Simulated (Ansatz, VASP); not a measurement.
# BeTe in VASP and in Ansatz

```
Be Te
1.0
     4.03085    0.00000    0.00000
    -2.01543    3.49082    0.00000
     0.00000    0.00000    8.14405
Be Te
2 2
Direct
  0.33333 0.66667 0.25000
  0.66667 0.33333 0.75000
  0.66667 0.33333 0.25000
  0.33333 0.66667 0.75000
```

Alike in both runs: task single point; functional PBE; k mesh 6 × 6 × 2; no spin polarisation.

|  | VASP | Ansatz |
| --- | --- | --- |
| version | VASP 6.6.1 | Ansatz 0.2.0 |
| potentials or method | VASP PAW PBE potentials, release 64 (Be, Te) | plane waves, PAW |
| plane-wave cutoff (eV) | 520 | 420 |
| occupations | gaussian, width 0.01 eV | fixed |
| valence electrons in the cell | 16 | 36 |

```csv
,VASP,Ansatz,Ansatz less VASP
gap on the k mesh at the Fermi level (eV),2.73,2.73,+0.002
```

VASP's potentials hold 16 valence electrons a cell and Ansatz's 36, so a difference there can come from the potentials and not from the codes.

Neither program's run includes spin-orbit coupling.
